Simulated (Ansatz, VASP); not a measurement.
# Ti2AlN3 in VASP and in Ansatz

```
Ti Al N
1.0
     3.28216    0.00000    0.00000
    -1.64108    2.84243    0.00000
     0.00000    0.00000    8.03961
Ti Al N
2 1 3
Direct
  0.33333 0.66667 0.16667
  0.66667 0.33333 0.83333
  0.00000 0.00000 0.50000
  0.66667 0.33333 0.33333
  0.33333 0.66667 0.66667
  0.00000 0.00000 0.00000
```

Alike in both runs: task relaxation of cell and atoms; functional PBE; k mesh 6 × 6 × 2; occupations gaussian, width 0.1 eV; collinear spin.

```csv
,VASP,Ansatz
version,VASP 6.6.1,Ansatz 0.2.0
potentials or method,"VASP PAW PBE potentials, release 64 (Ti_sv, Al, N), cutoff 600 eV","scalar-relativistic, plane waves, PAW"
valence electrons in the cell,42,42
```

Ansatz gave:

| Quantity | Value |
| --- | --- |
| gap on the k mesh at the Fermi level, each at its own relaxed structure (eV) | none |
| net moment per atom (μB) | 0.00 |
| relaxed volume (Å³/atom) | 9.24 |
| relaxed length of the cell vector where the two differ most in proportion (Å) | 2.959 |

Problem. What did VASP give for the same quantities?

Solution. gap on the k mesh at the Fermi level, each at its own relaxed structure (eV): none; net moment per atom (μB): 0.00; relaxed volume (Å³/atom): 9.25; relaxed length of the cell vector where the two differ most in proportion (Å): 2.961.

A gap of «none» marks a metal or a gap that the smearing closes. Ansatz's warnings: seeded moment not kept.

The k mesh is coarse, so the values compare programs but aren't converged. Noted on VASP's run: the volume moved by over 15 % at a fixed basis, so the end points are rough.
